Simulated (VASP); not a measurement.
# Ga (Fm-3m) in VASP: notebook

Ga is run at these levels: PBEsol; tasks: single point.

Program: VASP 6.6.1. These are calculated values, not measurements. Logs are shortened: lines on timing, memory, paths and dates and some standing lists are left out, and cuts for length are marked.

### Step 1. The cell of the first run

Symmetry: Fm-3m, No. 225, cubic system. Conventional cell: a = 4.298 Å, b = 4.298 Å, c = 4.298 Å, α = 90.00°, β = 90.00°, γ = 90.00°. Within 4.0 Å of Ga (site symmetry m-3m) lie 12 Ga at 3.04 Å.

### Step 2. Single point, PBEsol (Tl replaced by Ga, lengths x 0.905, strained)

File INCAR:

```
PREC = Accurate ; ENCUT = 520
EDIFF = 1E-6 ; ISMEAR = 0
SIGMA = 0.1 ; LREAL = F
LASPH = T ; NELM = 80
ALGO = Fast ; ISIF = 2
LWAVE = F ; LCHARG = F
GGA = PS ; NBANDS = 12
```

File KPOINTS:

```
Automatic mesh
0
Gamma
  16 16 16
```

File POSCAR:

```
Ga
1.0
    0.0000000000      2.1487984045      2.1487984045
    2.1487984045      0.0000000000      2.1487984045
    2.1487984045      2.1487984045      0.0000000000
Ga
1
Direct
    0.0000000000      0.0000000000      0.0000000000
```

Potentials or basis: VASP PAW PBE potentials, release 64 (Ga_d).

Run with:

```bash
$ cat potpaw_PBE.64/Ga_d/POTCAR > POTCAR
$ mpirun -np 1 vasp_std > vasp.out
```

OUTCAR:

```text
PREC = Accurate
   ENCUT = 520
   EDIFF = 1E-6
   ISMEAR = 0
   LREAL = F
   LASPH = T
   NELM = 80
   ISIF = 2
   GGA = PS

 ion  position               nearest neighbor table
   1  0.000  0.000  0.000-

  LATTYP: Found a face centered cubic cell.
 ALAT       =     4.2975968090

  Lattice vectors:

 A1 = (   0.0000000000,   2.1487984045,   2.1487984045)
 A2 = (   2.1487984045,   0.0000000000,   2.1487984045)
 A3 = (   2.1487984045,   2.1487984045,   0.0000000000)

Analysis of symmetry for initial positions (statically):
=====================================================================
 Subroutine PRICEL returns:
 Original cell was already a primitive cell.

 Routine SETGRP: Setting up the symmetry group for a
 face centered cubic supercell.

 Subroutine GETGRP returns: Found 48 space group operations
[... 9 lines left out ...]

 Routine SETGRP: Setting up the symmetry group for a
 face centered cubic supercell.

 Subroutine GETGRP returns: Found 48 space group operations
[... 11 lines left out ...]
                                     Primitive cell

  volume of cell :      19.8434

  direct lattice vectors                    reciprocal lattice vectors
     0.000000000  2.148798404  2.148798404    -0.232688185  0.232688185  0.232688185
     2.148798404  0.000000000  2.148798404     0.232688185 -0.232688185  0.232688185
     2.148798404  2.148798404  0.000000000     0.232688185  0.232688185 -0.232688185

  length of vectors
     3.038859846  3.038859846  3.038859846     0.403027758  0.403027758  0.403027758

  position of ions in fractional coordinates (direct lattice)
     0.000000000  0.000000000  0.000000000

  ion indices of the primitive-cell ions
   primitive index   ion index
                 1           1

----------------------------------------------------------------------------------------

 KPOINTS: Automatic mesh

Automatic generation of k-mesh.
 Grid dimensions read from file:
 generate k-points for:   16   16   16

 Generating k-lattice:

  Cartesian coordinates                     Fractional coordinates (reciprocal lattice)
    -0.014543012  0.014543012  0.014543012     0.062500000  0.000000000  0.000000000
     0.014543012 -0.014543012  0.014543012     0.000000000  0.062500000  0.000000000
     0.014543012  0.014543012 -0.014543012     0.000000000  0.000000000  0.062500000

  Length of vectors
     0.025189235  0.025189235  0.025189235

  Shift w.r.t. Gamma in fractional coordinates (k-lattice)
     0.000000000  0.000000000  0.000000000

 Subroutine IBZKPT returns following result:
[... 49 lines left out ...]
   EDIFF  = 0.1E-05   stopping-criterion for ELM
   LREAL  =      F    real-space projection
   EDIFFG = 0.1E-04   stopping-criterion for IOM
   NSW    =      0    number of steps for IOM
   IBRION =     -1    ionic relax: 0-MD 1-quasi-New 2-CG
   NFREE  =      0    steps in history (QN), initial steepest desc. (CG)
   ISIF   =      2    stress and relaxation
   ISYM   =      2    0-nonsym 1-usesym 2-fastsym
   POTIM  = 0.5000    time-step for ionic-motion
   TEBEG  =    0.0;   TEEND  =   0.0 temperature during run
   PSTRESS=    0.0 pullay stress
   NELECT =      13.0000    total number of electrons
   NUPDOWN=      -1.0000    fix difference up-down
   EMIN   =  10.00;   EMAX   =-10.00  energy-range for DOS
   EFERMI =   0.00;   METHOD = LEGACY
   ISMEAR =     0;   SIGMA  =   0.10  broadening in eV -4-tet -1-fermi 0-gaus
   EFERMI_NEDOS =   21; number of points for ismear=-14 and -15
   IALGO  =     68    algorithm
   IMIX   =      4    mixing-type and parameters
     AMIX     =   0.40;   BMIX     =  1.00
     AMIX_MAG =   1.60;   BMIX_MAG =  1.00
  volume/ion in A,a.u.               =      19.84       133.91
  Fermi-wavevector in a.u.,A,eV,Ry     =   1.421839  2.686885 27.505875  2.021625
  Thomas-Fermi vector in A             =   2.542606
   LORBIT       =      0    0 simple, 1 ext, 2 COOP (PROOUT), +10 PAW based schemes
   GGA     = PS    functional components
   LHFCALC =     F    Hartree Fock is set to
   AEXX    =    0.0000 exact exchange contribution
   IVDW    =     0    specifies the selected vdW correction
   LEPSILON=     F    determine dielectric tensor
   LRPA    =     F    only Hartree local field effects (RPA)
 non-spin polarized calculation
 RMM-DIIS sequential band-by-band and
 Gauss-broadening in eV      SIGMA  =   0.10
  energy-cutoff  :      520.00
  volume of cell :       19.84
 maximum number of plane-waves:       544
   NGX = 11   NGY = 11   NGZ = 11

 number of electron      12.9999999 magnetization

 Free energy of the ion-electron system (eV)
  ---------------------------------------------------
  ext. energy  EPLUGINS =         0.00000000
  ---------------------------------------------------
  free energy    TOTEN  =        -3.29538572 eV

  energy without entropy =       -3.29267047  energy(sigma->0) =       -3.29402810

 E-fermi :   4.9468     XC(G=0): -10.9019

 val. band max:        4.9410950100   @ k =  -0.3125   0.2500   0.0000
 cond. band min:       4.9600325940   @ k =  -0.2500   0.4375   0.1875
 fundamental gap:      0.0189375840
 Fermi energy:         4.9467517582

 k-point     1 :       0.0000    0.0000    0.0000
  band No.  band energies     occupation
      1      -9.8469      2.00000
      2      -9.8469      2.00000
      3      -9.8469      2.00000
      4      -9.7402      2.00000
      5      -9.7402      2.00000
      6      -5.7271      2.00000
      7      16.6011      0.00000
      8      16.6011      0.00000
      9      16.6011      0.00000
     10      20.5154      0.00000
     11      20.5805      0.00000
     12      20.5805      0.00000
[... 331 lines left out ...]
 k-point    24 :      -0.0625    0.0625    0.0000
  band No.  band energies     occupation
      1      -9.8511      2.00000
      2      -9.8374      2.00000
      3      -9.8336      2.00000
      4      -9.7461      2.00000
      5      -9.7370      2.00000
      6      -5.4691      2.00000
      7      14.5948      0.00000
      8      14.9518      0.00000
      9      16.6938      0.00000
     10      19.3564      0.00000
     11      20.7999      0.00000
     12      21.8055      0.00000

 [... further k-points ...]
[... 5 lines left out ...]
  --------------------------------------------------------------------------------------
  -------------------------------------------------------------------------------------
  Total       -0.6217244     -0.6217244     -0.6217244     -0.0000000      0.0000000      0.0000000
  in kB      -50.1985840    -50.1985840    -50.1985840     -0.0000000      0.0000000      0.0000000
  external PRESSURE =     -50.1985840 kB  Pullay stress =       0.0000000 kB

 VOLUME and BASIS-vectors are now :
 -----------------------------------------------------------------------------
  energy-cutoff  :      520.00
  volume of cell :       19.84
      direct lattice vectors                 reciprocal lattice vectors
     0.000000000  2.148798404  2.148798404    -0.232688185  0.232688185  0.232688185
     2.148798404  0.000000000  2.148798404     0.232688185 -0.232688185  0.232688185
     2.148798404  2.148798404  0.000000000     0.232688185  0.232688185 -0.232688185

 POSITION                                       TOTAL-FORCE (eV/Angst)
 -----------------------------------------------------------------------------------
      0.00000      0.00000      0.00000         0.000000      0.000000      0.000000
 -----------------------------------------------------------------------------------
    total drift:                                0.000000      0.000000      0.000000

  FREE ENERGIE OF THE ION-ELECTRON SYSTEM (eV)
  ---------------------------------------------------
  free  energy   TOTEN  =        -3.2953857209 eV

  energy  without entropy=       -3.2926704722  energy(sigma->0) =       -3.29402810
```

stdout:

```text
POSCAR found type information on POSCAR Ga
 POSCAR found :  1 types and       1 ions
 scaLAPACK will be used
 -----------------------------------------------------------------------------
|                                                                             |
|                                                                             |
|     You enforced a specific xc type in the INCAR file but a different       |
|     I HOPE YOU KNOW WHAT YOU ARE DOING!                                     |
|                                                                             |
 -----------------------------------------------------------------------------

 LDA part: xc-table for (Slater+PW92), standard interpolation
 POSCAR, INCAR and KPOINTS ok, starting setup
 FFT: planning ... GRIDC
 FFT: planning ... GRID_SOFT
 FFT: planning ... GRID
 WAVECAR not read
 entering main loop
WARNING in EDDRMM: call to ZHEGV failed, returncode =   6  3     11
```

Wall time 19 s (1 thread of Intel Xeon 6975P-C (Granite Rapids), shared host); peak memory 0.15 GiB.

What came out:

- Free energy: -3.2954 eV
- Pressure: -5.0 GPa

Levels at points of the mesh, in eV from the Fermi level:
```tsv
k point	band 2	band 3	band 4	band 5	band 6	band 7	band 8	band 9	band 10	band 11
(0.00, 0.00, 0.00)	-14.79	-14.79	-14.69	-14.69	-10.67	11.65	11.65	11.65	15.57	15.63
(0.50, 0.00, 0.00)	-14.79	-14.79	-14.59	-14.59	-4.92	-3.74	9.42	9.42	14.15	14.15
(0.50, 0.50, 0.00)	-14.89	-14.60	-14.57	-14.57	-2.44	-2.37	4.77	4.77	8.18	8.23
```

Caveat: the cell differs from its parent crystal (Tl replaced by Ga, lengths x 0.905, strained); the PAW data sets were made with another functional, which shifts forces and pressure a little.

### Step 3. Single point, PBEsol (Tl replaced by Ga, lengths x 0.905, strained)

File INCAR:

```
  PREC = Accurate
  ENCUT = 500
  EDIFF = 1E-6
  ISMEAR = 0
  SIGMA = 0.1
  LREAL = F
  LASPH = T
  NELM = 120
  ALGO = Normal
  ISIF = 2
  LWAVE = F
  LCHARG = F
  GGA = PS
  NBANDS = 12
  GGA_COMPAT = F
```

File KPOINTS:

```
Automatic mesh
0
Gamma
  8 8 8
```

POSCAR is that of step 2.

Potentials or basis: VASP PAW PBE potentials, release 64 (Ga_d).

Run with:

```bash
$ cat potpaw_PBE.64/Ga_d/POTCAR > POTCAR
$ mpirun -np 1 vasp_std > vasp.out
```

It took 4.2 s on 1 thread of AMD EPYC 9R45 (Zen 5), shared host; peak memory 0.1 GiB.

It converged, with:

* Free energy: -3.2716 eV
* Pressure: -5.0 GPa

Levels at points of the mesh, in eV from the Fermi level:
| k point | band 3 | band 4 | band 5 | band 6 | band 7 | band 8 | band 9 | band 10 |
| --- | --- | --- | --- | --- | --- | --- | --- | --- |
| (0.00, 0.00, 0.00) | -14.89 | -14.79 | -14.79 | -10.77 | 11.55 | 11.55 | 11.55 | 15.47 |
| (0.50, 0.00, 0.00) | -14.89 | -14.70 | -14.70 | -5.02 | -3.84 | 9.32 | 9.32 | 14.04 |
| (0.50, 0.50, 0.00) | -14.70 | -14.67 | -14.67 | -2.54 | -2.48 | 4.67 | 4.67 | 8.08 |

Caveat: the cell differs from its parent crystal (Tl replaced by Ga, lengths x 0.905, strained); the PAW data sets were made with another functional, which shifts forces and pressure a little.
